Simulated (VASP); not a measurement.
Write the native input for VASP 6.6.1 that does the following.

- Task: single point
- Functional: PBE
- Potentials or basis: VASP PAW PBE potentials, release 64 (Sn_d, Te, S)
- Cutoff: 520 eV
- k mesh: 6 × 6 × 2
- Occupations: gaussian, width 0.1 eV
- Spin: no spin polarisation
- Dipole correction: no
- Further INCAR settings: ALGO = Normal; EDIFF = 1e-06; NBANDS = 50

The structure of Sn2TeS lies in POSCAR:

```
Sn2TeS
1.0
    4.2863248000      0.0000000000      0.0000000000
   -2.1431624000      3.7120662000      0.0000000000
    0.0000000000      0.0000000000     14.6916363000
Sn Te S
4 2 2
Direct
    0.3333333000      0.6666667000      0.6347790000
    0.6666667000      0.3333333000      0.1347790000
    0.6666667000      0.3333333000      0.3652210000
    0.3333333000      0.6666667000      0.8652210000
    0.0000000000      0.0000000000      0.0000000000
    0.0000000000      0.0000000000      0.5000000000
    0.3333333000      0.6666667000      0.2500000000
    0.6666667000      0.3333333000      0.7500000000
```

One way to write it, as run:

INCAR

```
SYSTEM = Sn2TeS
ALGO = Normal ; EDIFF = 1E-6
ENCUT = 520 ; GGA = PE
ISIF = 2 ; ISMEAR = 0
LASPH = .TRUE. ; LCHARG = .FALSE.
LREAL = .FALSE. ; LWAVE = .FALSE.
NBANDS = 50 ; NELM = 60
PREC = Accurate ; SIGMA = 0.1
```

KPOINTS

```
k-points
0
G
  6 6 2
  0 0 0
```

Potentials or basis: VASP PAW PBE potentials, release 64 (Sn_d, Te, S).

Launch:

```console
$ cat potpaw_PBE.64/Sn_d/POTCAR potpaw_PBE.64/Te/POTCAR potpaw_PBE.64/S/POTCAR > POTCAR
$ mpirun -np 1 vasp_std > vasp.out
```

Results of the run:

| Property | Result |
| --- | --- |
| Pressure | 0.0 GPa |
| Largest force | 0.012 eV/Å |
| Band gap on the k mesh | zero (band 40 reaches 6.26 eV, above the bottom of band 41 at 6.22 eV) |

Caveat: spin-orbit coupling is left out, which moves the levels of the heavy elements.

Wall time 2.6 min on 1 thread of Intel Xeon 6975P-C, on a shared host, peak memory 0.41 GiB.
